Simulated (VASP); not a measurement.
# Cu (Pm-3m) in VASP: notebook

Cu is run at these levels: PBE; tasks: single point.

All numbers are computed with VASP 6.6.1; they aren't measurements. Logs are shortened: lines on timing, memory, paths and dates and some standing lists are left out, and cuts for length are marked.

## 1. The cell of the first run

It takes space group Pm-3m (No. 221, cubic). The conventional cell has a = 2.439 Å, b = 2.439 Å, c = 2.439 Å, α = 90.00°, β = 90.00°, γ = 90.00°. Within 3.2 Å of Cu (site symmetry m-3m) lie 6 Cu at 2.44 Å.

## 2. Single point, PBE

INCAR reads:

```
  PREC = Accurate
  ENCUT = 520
  EDIFF = 1E-7
  ISMEAR = -1
  SIGMA = 0.06122561905347299
  LREAL = F
  LASPH = T
  NELM = 100
  ALGO = Normal
  ISIF = 2
  LWAVE = F
  LCHARG = F
  GGA = PE
  NBANDS = 12
```

KPOINTS reads:

```
regular mesh
0
Gamma
  45 45 45
```

POSCAR reads:

```
Cu
1.0
    2.4386914062      0.0000000000      0.0000000000
    0.0000000000      2.4386914062      0.0000000000
    0.0000000000      0.0000000000      2.4386914062
Cu
1
Direct
    0.0000000000      0.0000000000      0.0000000000
```

Potentials or basis: VASP PAW PBE potentials, release 64 (Cu).

Launch:

```sh
$ cat potpaw_PBE.64/Cu/POTCAR > POTCAR
$ mpirun -np 1 vasp_std > vasp.out
```

OUTCAR:

```text
PREC = Accurate
   ENCUT = 520
   EDIFF = 1E-7
   ISMEAR = -1
   LREAL = F
   LASPH = T
   NELM = 100
   ISIF = 2
   GGA = PE

 ion  position               nearest neighbor table
   1  0.000  0.000  0.000-

  LATTYP: Found a simple cubic cell.
 ALAT       =     2.4386914062

  Lattice vectors:

 A1 = (   2.4386914062,   0.0000000000,   0.0000000000)
 A2 = (   0.0000000000,   2.4386914062,   0.0000000000)
 A3 = (   0.0000000000,   0.0000000000,   2.4386914062)

Analysis of symmetry for initial positions (statically):
=====================================================================
 Subroutine PRICEL returns:
 Original cell was already a primitive cell.

 Routine SETGRP: Setting up the symmetry group for a
 simple cubic supercell.

 Subroutine GETGRP returns: Found 48 space group operations
 (whereof 48 operations were pure point group operations)
 out of a pool of 48 trial point group operations.

The static configuration has the point symmetry O_h .

Analysis of symmetry for dynamics (positions and initial velocities):
=====================================================================
 Subroutine PRICEL returns:
 Original cell was already a primitive cell.

 Routine SETGRP: Setting up the symmetry group for a
 simple cubic supercell.

 Subroutine GETGRP returns: Found 48 space group operations
 (whereof 48 operations were pure point group operations)
 out of a pool of 48 trial point group operations.

The dynamic configuration has the point symmetry O_h .

 Subroutine INISYM returns: Found 48 space group operations
 (whereof 48 operations are pure point group operations),
 and found     1 'primitive' translations

----------------------------------------------------------------------------------------

                                     Primitive cell

  volume of cell :      14.5034

  direct lattice vectors                    reciprocal lattice vectors
     2.438691406  0.000000000  0.000000000     0.410055982  0.000000000  0.000000000
     0.000000000  2.438691406  0.000000000     0.000000000  0.410055982  0.000000000
     0.000000000  0.000000000  2.438691406     0.000000000  0.000000000  0.410055982

  length of vectors
     2.438691406  2.438691406  2.438691406     0.410055982  0.410055982  0.410055982

  position of ions in fractional coordinates (direct lattice)
     0.000000000  0.000000000  0.000000000
[... 75 lines left out ...]
   NELM   =    100;   NELMIN=  2; NELMDL= -5     # of ELM steps
   EDIFF  = 0.1E-06   stopping-criterion for ELM
   LREAL  =      F    real-space projection
   EDIFFG = 0.1E-05   stopping-criterion for IOM
   NSW    =      0    number of steps for IOM
   IBRION =     -1    ionic relax: 0-MD 1-quasi-New 2-CG
   NFREE  =      0    steps in history (QN), initial steepest desc. (CG)
   ISIF   =      2    stress and relaxation
   ISYM   =      2    0-nonsym 1-usesym 2-fastsym
   POTIM  = 0.5000    time-step for ionic-motion
   TEBEG  =    0.0;   TEEND  =   0.0 temperature during run
   PSTRESS=    0.0 pullay stress
   NELECT =      11.0000    total number of electrons
   NUPDOWN=      -1.0000    fix difference up-down
   EMIN   =  10.00;   EMAX   =-10.00  energy-range for DOS
   EFERMI =   0.00;   METHOD = LEGACY
   ISMEAR =    -1;   SIGMA  =   0.06  broadening in eV -4-tet -1-fermi 0-gaus
   EFERMI_NEDOS =   21; number of points for ismear=-14 and -15
   IALGO  =     38    algorithm
   IMIX   =      4    mixing-type and parameters
     AMIX     =   0.40;   BMIX     =  1.00
     AMIX_MAG =   1.60;   BMIX_MAG =  1.00
  volume/ion in A,a.u.               =      14.50        97.87
  Fermi-wavevector in a.u.,A,eV,Ry     =   1.492962  2.821290 30.326526  2.228937
  Thomas-Fermi vector in A             =   2.605424
   LORBIT       =      0    0 simple, 1 ext, 2 COOP (PROOUT), +10 PAW based schemes
   GGA     = PE    functional components
   LHFCALC =     F    Hartree Fock is set to
   AEXX    =    0.0000 exact exchange contribution
   IVDW    =     0    specifies the selected vdW correction
   LEPSILON=     F    determine dielectric tensor
   LRPA    =     F    only Hartree local field effects (RPA)
 non-spin polarized calculation
  energy-cutoff  :      520.00
  volume of cell :       14.50
 maximum number of plane-waves:       405
   NGX =  9   NGY =  9   NGZ =  9

 number of electron      10.9999979 magnetization

 Free energy of the ion-electron system (eV)
  ---------------------------------------------------
  ext. energy  EPLUGINS =         0.00000000
  ---------------------------------------------------
  free energy    TOTEN  =        -3.26208034 eV

  energy without entropy =       -3.25860653  energy(sigma->0) =       -3.26034344

 E-fermi :   5.1435     XC(G=0): -11.4919

 val. band max:        5.1416733957   @ k =   0.4000   0.2000   0.1778
 cond. band min:       5.1443525370   @ k =   0.3111   0.3111   0.2222
 fundamental gap:      0.0026791414
 Fermi energy:         5.1435116419

 k-point     1 :       0.0000    0.0000    0.0000
  band No.  band energies     occupation
      1      -2.5779      2.00000
      2       1.5437      2.00000
      3       1.5437      2.00000
      4       3.8730      2.00000
      5       3.8730      2.00000
      6       3.8730      2.00000
      7      22.2617      0.00000
      8      22.2617      0.00000
      9      22.2617      0.00000
     10      25.6075      0.00000
     11      25.6075      0.00000
     12      29.1571      0.00000
[... 331 lines left out ...]
 k-point    24 :       0.0222    0.0222    0.0000
  band No.  band energies     occupation
      1      -2.5517      2.00000
      2       1.5482      2.00000
      3       1.5515      2.00000
      4       3.8655      2.00000
      5       3.8689      2.00000
      6       3.8701      2.00000
      7      21.9743      0.00000
      8      22.0702      0.00000
      9      22.2954      0.00000
     10      25.7220      0.00000
     11      25.9300      0.00000
     12      29.2954      0.00000

 [... further k-points ...]
[... 5 lines left out ...]
  --------------------------------------------------------------------------------------
  -------------------------------------------------------------------------------------
  Total       -0.3060899     -0.3060899     -0.3060899      0.0000000      0.0000000     -0.0000000
  in kB      -33.8134143    -33.8134143    -33.8134143      0.0000000      0.0000000     -0.0000000
  external PRESSURE =     -33.8134143 kB  Pullay stress =       0.0000000 kB

 VOLUME and BASIS-vectors are now :
 -----------------------------------------------------------------------------
  energy-cutoff  :      520.00
  volume of cell :       14.50
      direct lattice vectors                 reciprocal lattice vectors
     2.438691406  0.000000000  0.000000000     0.410055982  0.000000000  0.000000000
     0.000000000  2.438691406  0.000000000     0.000000000  0.410055982  0.000000000
     0.000000000  0.000000000  2.438691406     0.000000000  0.000000000  0.410055982

 POSITION                                       TOTAL-FORCE (eV/Angst)
 -----------------------------------------------------------------------------------
      0.00000      0.00000      0.00000         0.000000      0.000000      0.000000
 -----------------------------------------------------------------------------------
    total drift:                               -0.000000      0.000000     -0.000000

  FREE ENERGIE OF THE ION-ELECTRON SYSTEM (eV)
  ---------------------------------------------------
  free  energy   TOTEN  =        -3.2620803425 eV

  energy  without entropy=       -3.2586065320  energy(sigma->0) =       -3.26034344
```

OSZICAR:

```text
N       E                     dE             d eps       ncg     rms          rms(c)
DAV:   1     0.446154647325E+02    0.44615E+02   -0.53455E+03 59380   0.143E+03
DAV:   2    -0.252357097538E+01   -0.47139E+02   -0.43675E+02 56804   0.197E+02
DAV:   3    -0.396246551290E+01   -0.14389E+01   -0.14208E+01 65236   0.400E+01
DAV:   4    -0.397304407667E+01   -0.10579E-01   -0.10577E-01 62004   0.308E+00
DAV:   5    -0.397316915246E+01   -0.12508E-03   -0.12507E-03 65700   0.344E-01    0.709E+00
DAV:   6    -0.370943923895E+01    0.26373E+00   -0.13554E+01 65128   0.687E+01    0.438E+00
DAV:   7    -0.326959218219E+01    0.43985E+00   -0.23914E+00 63564   0.294E+01    0.307E-01
DAV:   8    -0.326584610728E+01    0.37461E-02   -0.28626E-02 73252   0.322E+00    0.474E-01
DAV:   9    -0.326214367323E+01    0.37024E-02   -0.27252E-02 67168   0.281E+00    0.699E-02
DAV:  10    -0.326207949574E+01    0.64177E-04   -0.41261E-04 79388   0.351E-01    0.803E-03
DAV:  11    -0.326208058528E+01   -0.10895E-05   -0.30639E-06 66268   0.200E-02    0.308E-03
DAV:  12    -0.326208024708E+01    0.33820E-06   -0.96037E-07 58228   0.165E-02    0.218E-04
DAV:  13    -0.326208034246E+01   -0.95375E-07   -0.91808E-09 35224   0.122E-03
   1 F= -.32620803E+01 E0= -.32603434E+01  d E =-.347381E-02
```

It took 4.6 min on 1 thread of AMD EPYC 7R13 (Zen 3), shared host; peak memory 0.42 GiB.

Results:

- Free energy: -3.2621 eV
- Pressure: -3.4 GPa

## 3. Single point, PBE

This run uses another cell than the first one, of 14.78 Å³/atom, 1.019 times its volume.

INCAR reads:

```
PREC     = Accurate       # precision mode
ENCUT    = 520            # plane-wave cutoff, eV
EDIFF    = 1E-6           # SCF threshold, eV
ISMEAR   = -1             # smearing method
SIGMA    = 0.06122561905347299 # smearing width, eV
LREAL    = F              # projectors in reciprocal space
LASPH    = T              # aspherical terms in the spheres
NELM     = 80             # most SCF steps
ALGO     = Normal         # electronic algorithm
ISIF     = 2              # what is computed and relaxed
LWAVE    = F              # write WAVECAR
LCHARG   = F              # write CHGCAR
GGA      = PE             # functional
NBANDS   = 12             # bands
```

KPOINTS reads:

```
Automatic mesh
0
Gamma
  45 45 45
```

POSCAR reads:

```
Cu
1.0
    2.4542248913      0.0000000000      0.0000000000
    0.0000000000      2.4542248913      0.0000000000
    0.0000000000      0.0000000000      2.4542248913
Cu
1
Direct
    0.0000000000      0.0000000000      0.0000000000
```

Potentials or basis: VASP PAW PBE potentials, release 64 (Cu).

Launch:

```sh
$ cat potpaw_PBE.64/Cu/POTCAR > POTCAR
$ mpirun -np 1 vasp_std > vasp.out
```

OUTCAR:

```text
PREC = Accurate
   ENCUT = 520
   EDIFF = 1E-6
   ISMEAR = -1
   LREAL = F
   LASPH = T
   NELM = 80
   ISIF = 2
   GGA = PE

 ion  position               nearest neighbor table
   1  0.000  0.000  0.000-

  LATTYP: Found a simple cubic cell.
 ALAT       =     2.4542248913

  Lattice vectors:

 A1 = (   2.4542248913,   0.0000000000,   0.0000000000)
 A2 = (   0.0000000000,   2.4542248913,   0.0000000000)
 A3 = (   0.0000000000,   0.0000000000,   2.4542248913)

[... 527 lines left out ...]
      3       1.4367      2.00000
      4       3.6856      2.00000
      5       3.6889      2.00000
      6       3.6901      2.00000
      7      21.5899      0.00000
      8      21.6842      0.00000
      9      21.9069      0.00000
     10      25.3063      0.00000
     11      25.5117      0.00000
     12      28.7869      0.00000

 [... further k-points ...]
[... 5 lines left out ...]
  --------------------------------------------------------------------------------------
  -------------------------------------------------------------------------------------
  Total       -0.4498470     -0.4498470     -0.4498470      0.0000000      0.0000000     -0.0000000
  in kB      -48.7564756    -48.7564756    -48.7564756      0.0000000      0.0000000     -0.0000000
  external PRESSURE =     -48.7564756 kB  Pullay stress =       0.0000000 kB

 VOLUME and BASIS-vectors are now :
 -----------------------------------------------------------------------------
  energy-cutoff  :      520.00
  volume of cell :       14.78
      direct lattice vectors                 reciprocal lattice vectors
     2.454224891  0.000000000  0.000000000     0.407460622  0.000000000  0.000000000
     0.000000000  2.454224891  0.000000000     0.000000000  0.407460622  0.000000000
     0.000000000  0.000000000  2.454224891     0.000000000  0.000000000  0.407460622

 POSITION                                       TOTAL-FORCE (eV/Angst)
 -----------------------------------------------------------------------------------
      0.00000      0.00000      0.00000         0.000000      0.000000      0.000000
 -----------------------------------------------------------------------------------
    total drift:                               -0.000000      0.000000     -0.000000

  FREE ENERGIE OF THE ION-ELECTRON SYSTEM (eV)
  ---------------------------------------------------
  free  energy   TOTEN  =        -3.2549711239 eV

  energy  without entropy=       -3.2514518244  energy(sigma->0) =       -3.25321147
```

stdout:

```text
POSCAR found type information on POSCAR Cu
 POSCAR found :  1 types and       1 ions
 scaLAPACK will be used
 LDA part: xc-table for (Slater+PW92), standard interpolation
 POSCAR, INCAR and KPOINTS ok, starting setup
 FFT: planning ... GRIDC
 FFT: planning ... GRID_SOFT
 FFT: planning ... GRID
 WAVECAR not read
 entering main loop
```

It took 5.5 min on 1 thread of AMD EPYC 7R13 (Zen 3), shared host; peak memory 0.42 GiB.

Results:

- Free energy: -3.2550 eV
- Pressure: -4.9 GPa

## 4. Single point, PBE

This run uses another cell than the first one, of 13.67 Å³/atom, 0.942 times its volume.

INCAR reads:

```
SYSTEM = Cu
PREC = Accurate
ENCUT = 520
EDIFF = 1E-7
ISMEAR = -1
SIGMA = 0.06122561905347299
LREAL = .False.
LASPH = .True.
NELM = 100
ALGO = Normal
ISIF = 2
LWAVE = .False.
LCHARG = .False.
GGA = PE
NBANDS = 12
```

KPOINTS reads:

```
regular mesh
0
Gamma
  23 23 23
  0 0 0
```

POSCAR reads:

```
Cu
1.0
    2.3908615441      0.0000000000      0.0000000000
    0.0000000000      2.3908615441      0.0000000000
    0.0000000000      0.0000000000      2.3908615441
Cu
1
Direct
    0.0000000000      0.0000000000      0.0000000000
```

Launch:

```sh
$ cat potpaw_PBE.64/Cu/POTCAR > POTCAR
$ mpirun -np 1 vasp_std > vasp.out
```

Run time: 25 s. Hardware: 1 thread of AMD EPYC 9R45 (Zen 5), shared host; peak memory 0.13 GiB.

Results (log left out):

```yaml
Free_energy: -3.2650 eV
Pressure: 2.4 GPa
```

Levels at points of the mesh, in eV from the Fermi level:
| k point | band 3 | band 4 | band 5 | band 6 | band 7 | band 8 | band 9 | band 10 |
| --- | --- | --- | --- | --- | --- | --- | --- | --- |
| (0.00, 0.00, 0.00) | -3.84 | -1.29 | -1.29 | -1.29 | 17.76 | 17.76 | 17.76 | 21.19 |

## 5. Overview

| cell | k mesh | gap on the mesh (eV) | pressure (GPa) |
| --- | --- | --- | --- |
| a = 2.439 Å, 1 atom | 45 × 45 × 45 | none | -3.4 |
| a = 2.454 Å, 1 atom | 45 × 45 × 45 | none | -4.9 |
| a = 2.391 Å, 1 atom | 23 × 23 × 23 | none | 2.4 |

Alike in all rows: task single point; level PBE; potentials or basis VASP PAW PBE potentials, release 64 (Cu); no spin polarisation; cutoff (eV) 520; smearing fermi-dirac 0.0612256 eV.

Total energies depend on the potentials used, so only differences within one code and one set of settings carry meaning.
